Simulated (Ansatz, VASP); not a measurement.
# NaPt4Cl: VASP beside Ansatz

```
Na Cl Pt
1.0
     0.00000    4.11952    4.11952
     4.11952    0.00000    4.11952
     4.11952    4.11952    0.00000
Na Cl Pt
1 1 4
Direct
  0.50000 0.50000 0.50000
  0.00000 0.00000 0.00000
  0.12700 0.12700 0.12700
  0.61900 0.12700 0.12700
  0.12700 0.12700 0.61900
  0.12700 0.61900 0.12700
```

Alike in both runs: task single point; functional PBE; k mesh 4 × 4 × 4; occupations fermi-dirac, width 0.0442 eV; no spin polarisation.

|  | VASP | Ansatz |
| --- | --- | --- |
| version | VASP 6.6.1 | Ansatz 0.2.0 |
| potentials or method | VASP PAW PBE potentials, release 64 (Na_pv, Cl, Pt), cutoff 520 eV | PAW plane waves |
| valence electrons in the cell | 54 | 88 |

```csv
,VASP,Ansatz,Ansatz less VASP
gap on the k mesh at the Fermi level (eV),none,none,-
rms of the force components (eV/Å),7.769,7.503,-0.2665
```

Atom by atom the forces differ by 0.267 eV/Å (rms over components). A gap of «none» marks a metal or a gap that the smearing closes. The functional is the same, so the differences come from potentials, cutoffs and numerics. VASP's potentials hold 54 valence electrons a cell and Ansatz's 88, so a difference there can come from the potentials and not from the codes.

Neither program's run includes spin-orbit coupling.
